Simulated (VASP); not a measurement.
A run of VASP 6.6.1 is set up as follows.

INCAR

```
SYSTEM = MgO
ALGO = Normal ; EDIFF = 1E-6
ENCUT = 520 ; GGA = RP
ISIF = 2 ; ISMEAR = 0
LASPH = .True. ; LCHARG = .False.
LREAL = .False. ; LWAVE = .False.
NBANDS = 11 ; NELM = 100
PREC = Accurate ; SIGMA = 0.02
```

File KPOINTS:

```
k-points
0
Gamma
  10 10 10
  0 0 0
```

File POSCAR:

```
MgO
1.0
    2.9380209034      0.0000000000      0.0000000000
   -1.4690104517      2.5444007392      0.0000000000
    0.0000000000      0.0000000000      2.6796800000
Mg O
1 1
Direct
    0.0000000000      0.0000000000      0.0000000000
    0.3333333333      0.6666666667      0.5000000000
```

Potentials or basis: VASP PAW PBE potentials, release 64 (Mg, O).

Launch:

```bash
$ cat potpaw_PBE.64/Mg/POTCAR potpaw_PBE.64/O/POTCAR > POTCAR
$ mpirun -np 1 vasp_std > vasp.out
```

(1) Predict the pressure.

(2) What does it give for the band gap on the k mesh?

Results:

(1) 3.5 GPa.

(2) 3.10 eV, indirect (least direct gap 3.49 eV).

Caveat: the PAW data sets were made with another functional, which shifts forces and pressure a little.
